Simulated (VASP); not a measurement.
**LaPb3: single point with LDA**

Crystal: LaPb3.

```
CELL_PARAMETERS angstrom
4.81005 0.00000 0.00000
0.00000 4.81005 0.00000
0.00000 0.00000 4.81005
ATOMIC_POSITIONS crystal
La 0.00000 0.00000 0.00000
Pb 0.00000 0.50000 0.50000
Pb 0.50000 0.00000 0.50000
Pb 0.50000 0.50000 0.00000
```

- Program: VASP 6.6.1
- Task: single point
- Functional: LDA
- Potentials or basis: VASP PAW LDA potentials, release 64 (La, Pb_d)
- Cutoff: 520 eV
- k mesh: 5 × 5 × 5
- Occupations: gaussian, width 0.1 eV
- Spin: no spin polarisation

| Item | Value |
| --- | --- |
| Pressure | 1.0 GPa |

Levels at points of the mesh, in eV from the Fermi level:
| k point | band 22 | band 23 | band 24 | band 25 | band 26 | band 27 | band 28 | band 29 | band 30 | band 31 |
| --- | --- | --- | --- | --- | --- | --- | --- | --- | --- | --- |
| (0.00, 0.00, 0.00) | -6.58 | -2.22 | -2.22 | -2.22 | 1.01 | 1.01 | 1.01 | 1.97 | 1.97 | 1.99 |

Run time: 26 s on 1 thread of Intel(R) Xeon(R) Platinum 8375C CPU @ 2.90GHz (Ice Lake) (shared host), peak memory 0.19 GiB.

Caveat: spin-orbit coupling is left out, which moves the levels of the heavy elements.
